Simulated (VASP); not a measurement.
# TaN (P-6m2) in VASP: further runs, part 2 of 2

VASP 6.6.1. The steps go on from the part before.

## (3) Single point, PBEsol (volume 12.329 Å^3 an atom, c/a of the conventional cell 1.0017)

Contents of INCAR:

```
SYSTEM = TaN
PREC     = Accurate       ! precision mode
ENCUT    = 520            ! plane-wave cutoff, eV
EDIFF    = 1E-6           ! SCF threshold, eV
ISMEAR   = 0              ! smearing method
SIGMA    = 0.15           ! smearing width, eV
LREAL    = .FALSE.        ! projectors in reciprocal space
LASPH    = .TRUE.         ! aspherical terms in the spheres
NELM     = 80             ! most SCF steps
ALGO     = Normal         ! electronic algorithm
ISIF     = 2              ! what is computed and relaxed
LWAVE    = .FALSE.        ! write WAVECAR
LCHARG   = .FALSE.        ! write CHGCAR
GGA      = PS             ! functional
NBANDS   = 15             ! bands
```

Contents of KPOINTS:

```
Automatic mesh
0
G
  21 21 18
  0 0 0
```

Contents of POSCAR:

```
TaN
1.0
    3.0518499783      0.0000000000      0.0000000000
   -1.5259249891      2.6429796098      0.0000000000
    0.0000000000      0.0000000000      3.0570381233
Ta N
1 1
Direct
    0.3333333333      0.6666666667      0.5000000000
    0.0000000000      0.0000000000      0.0000000000
```

Potentials or basis: VASP PAW PBE potentials, release 64 (Ta_pv, N).

The run is started by

```bash
$ cat potpaw_PBE.64/Ta_pv/POTCAR potpaw_PBE.64/N/POTCAR > POTCAR
$ mpirun -np 1 vasp_std > vasp.out
```

OUTCAR:

```text
SYSTEM = TaN
   PREC = Accurate
   ENCUT = 520
   EDIFF = 1E-6
   ISMEAR = 0
   LREAL = .FALSE.
   LASPH = .TRUE.
   NELM = 80
   ISIF = 2
   GGA = PS

 ion  position               nearest neighbor table
   1  0.333  0.667  0.500-   2 2.33   2 2.33   2 2.33   2 2.33   2 2.33   2 2.33
   2  0.000  0.000  0.000-   1 2.33   1 2.33   1 2.33   1 2.33   1 2.33   1 2.33

  LATTYP: Found a hexagonal cell.
 ALAT       =     3.0518499783
 C/A-ratio  =     1.0017000000

  Lattice vectors:

 A1 = (   3.0518499783,   0.0000000000,   0.0000000000)
 A2 = (  -1.5259249891,   2.6429796098,   0.0000000000)
 A3 = (   0.0000000000,   0.0000000000,   3.0570381233)

Analysis of symmetry for initial positions (statically):
=====================================================================
 Subroutine PRICEL returns:
 Original cell was already a primitive cell.

 Routine SETGRP: Setting up the symmetry group for a
 hexagonal supercell.

 Subroutine GETGRP returns: Found 12 space group operations
 (whereof 12 operations were pure point group operations)
 out of a pool of 24 trial point group operations.

The static configuration has the point symmetry D_3h.

[... 168 lines left out ...]
 k-point     1 :       0.0000    0.0000    0.0000
  band No.  band energies     occupation
      1     -28.4830      2.00000
      2     -28.2152      2.00000
      3     -28.2152      2.00000
      4      -9.9651      2.00000
      5       2.8870      2.00000
      6       2.8870      2.00000
      7       3.0060      2.00000
      8       3.9051      2.00000
      9       8.1275      0.00000
     10       9.6487      0.00000
     11       9.6487      0.00000
     12       9.9517      0.00000
     13       9.9517      0.00000
     14      18.8842      0.00000
[... 401 lines left out ...]
      2     -28.4368      2.00000
      3     -28.3091      2.00000
      4      -9.0637      2.00000
      5       0.7234      2.00000
      6       2.8303      2.00000
      7       3.3286      2.00000
      8       4.1433      2.00000
      9       8.1509      0.00000
     10       9.3060      0.00000
     11      10.2194      0.00000
     12      10.9856      0.00000
     13      11.0686      0.00000
     14      18.9432      0.00000
     15      19.6126      0.00000

 [... further k-points ...]
[... 5 lines left out ...]
  --------------------------------------------------------------------------------------
  -------------------------------------------------------------------------------------
  Total       -5.2794559     -5.2794559     -7.4102425     -0.0000000      0.0000000      0.0000000
  in kB     -343.0377398   -343.0377398   -481.4876497     -0.0000000      0.0000000      0.0000000
  external PRESSURE =    -389.1877097 kB  Pullay stress =       0.0000000 kB

 VOLUME and BASIS-vectors are now :
 -----------------------------------------------------------------------------
  energy-cutoff  :      520.00
  volume of cell :       24.66
      direct lattice vectors                 reciprocal lattice vectors
     3.051849978  0.000000000  0.000000000     0.327670104  0.189180423  0.000000000
    -1.525924989  2.642979610  0.000000000     0.000000000  0.378360846  0.000000000
     0.000000000  0.000000000  3.057038123     0.000000000  0.000000000  0.327114010

 POSITION                                       TOTAL-FORCE (eV/Angst)
 -----------------------------------------------------------------------------------
     -0.00000      1.76199      1.52852        -0.000000      0.000000      0.000000
      0.00000      0.00000      0.00000         0.000000     -0.000000      0.000000
 -----------------------------------------------------------------------------------
    total drift:                                0.000000     -0.000000     -0.000000

  FREE ENERGIE OF THE ION-ELECTRON SYSTEM (eV)
  ---------------------------------------------------
  free  energy   TOTEN  =       -23.3279806925 eV

  energy  without entropy=      -23.3270716263  energy(sigma->0) =      -23.32752616
```

OSZICAR:

```text
N       E                     dE             d eps       ncg     rms          rms(c)
DAV:   1     0.886972680619E+02    0.88697E+02   -0.87108E+03 14400   0.110E+03
DAV:   2    -0.228464321251E+02   -0.11154E+03   -0.10482E+03 17606   0.297E+02
DAV:   3    -0.258397909810E+02   -0.29934E+01   -0.29749E+01 16710   0.449E+01
DAV:   4    -0.258543981045E+02   -0.14607E-01   -0.14605E-01 18446   0.340E+00
DAV:   5    -0.258545006436E+02   -0.10254E-03   -0.10254E-03 16990   0.268E-01    0.182E+01
DAV:   6    -0.235523852242E+02    0.23021E+01   -0.38191E+00 17886   0.226E+01    0.754E+00
DAV:   7    -0.233759474610E+02    0.17644E+00   -0.48169E-01 18460   0.627E+00    0.531E+00
DAV:   8    -0.233344649215E+02    0.41483E-01   -0.26311E-01 17515   0.421E+00    0.115E+00
DAV:   9    -0.233281661599E+02    0.62988E-02   -0.17947E-02 16920   0.108E+00    0.235E-01
DAV:  10    -0.233280051562E+02    0.16100E-03   -0.83732E-04 18558   0.302E-01    0.823E-02
DAV:  11    -0.233279815256E+02    0.23631E-04   -0.27758E-05 16367   0.539E-02    0.185E-02
DAV:  12    -0.233279806925E+02    0.83300E-06   -0.28816E-06 18250   0.146E-02
   1 F= -.23327981E+02 E0= -.23327526E+02  d E =-.909066E-03
```

stdout:

```text
POSCAR found type information on POSCAR TaN
 POSCAR found :  2 types and       2 ions
 scaLAPACK will be used
 -----------------------------------------------------------------------------
|                                                                             |
|                                                                             |
|     You enforced a specific xc type in the INCAR file but a different       |
|     I HOPE YOU KNOW WHAT YOU ARE DOING!                                     |
|                                                                             |
 -----------------------------------------------------------------------------

 LDA part: xc-table for (Slater+PW92), standard interpolation
 POSCAR, INCAR and KPOINTS ok, starting setup
 FFT: planning ... GRIDC
 FFT: planning ... GRID_SOFT
 FFT: planning ... GRID
 WAVECAR not read
 entering main loop
```

Run time: 84 s. Hardware: 1 thread of Intel Xeon 6975P-C, shared host; peak memory 0.29 GiB.

Results:

- Free energy: -23.3280 eV
- Pressure: -38.9 GPa
- Band gap on the k mesh: zero (band 8 reaches 6.93 eV, above the bottom of band 9 at 6.63 eV)

Levels at points of the mesh, in eV from the Fermi level:
| k point | band 5 | band 6 | band 7 | band 8 | band 9 | band 10 | band 11 | band 12 |
| --- | --- | --- | --- | --- | --- | --- | --- | --- |
| (0.00, 0.00, 0.00) | -3.82 | -3.82 | -3.70 | -2.80 | 1.42 | 2.94 | 2.94 | 3.25 |
| (0.00, 0.00, 0.50) | -8.55 | -3.10 | -3.10 | -0.08 | -0.08 | 1.81 | 3.04 | 3.04 |

Caveat: the PAW data sets were made with another functional, which shifts forces and pressure a little; spin-orbit coupling is left out, which moves the levels of the heavy elements.
